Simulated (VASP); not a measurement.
KI:

```
K I
1.0
     0.00000    3.54244    3.54244
     3.54244    0.00000    3.54244
     3.54244    3.54244    0.00000
K I
1 1
Direct
  0.00000 0.00000 0.00000
  0.50000 0.50000 0.50000
```

- Program: VASP 6.6.1
- Task: relaxation of cell and atoms
- Functional: PBE
- Potentials or basis: VASP PAW PBE potentials, release 64 (K_sv, I)
- Cutoff: 500 eV
- k mesh: 6 × 6 × 6
- Occupations: fermi-dirac, width 0.02 eV
- Spin: no spin polarisation

At the start: pressure 0.5 GPa; volume 44.45 Å³/atom.

Q: Where does the relaxation end?

A: Over 4 steps the energy falls by 2.9 meV/atom and the volume is 46.41 Å³/atom (+4.4 %); space group Fm-3m (No. 225, to 0.05 Å).

Step by step:
```
step  energy change (eV)  largest force (eV/Å)  pressure (GPa)  volume (Å³)
   1              0.0000                0.0000            0.50        88.91
   2             -0.0042                0.0000            0.26        90.72
   3             -0.0058                0.0000           -0.04        93.15
   4             -0.0059                0.0000            0.00        92.82
```

Final structure:
```
K I
1.0
     0.00000    3.59371    3.59371
     3.59371    0.00000    3.59371
     3.59371    3.59371    0.00000
K I
1 1
Direct
  0.00000 0.00000 0.00000
  0.50000 0.50000 0.50000
```
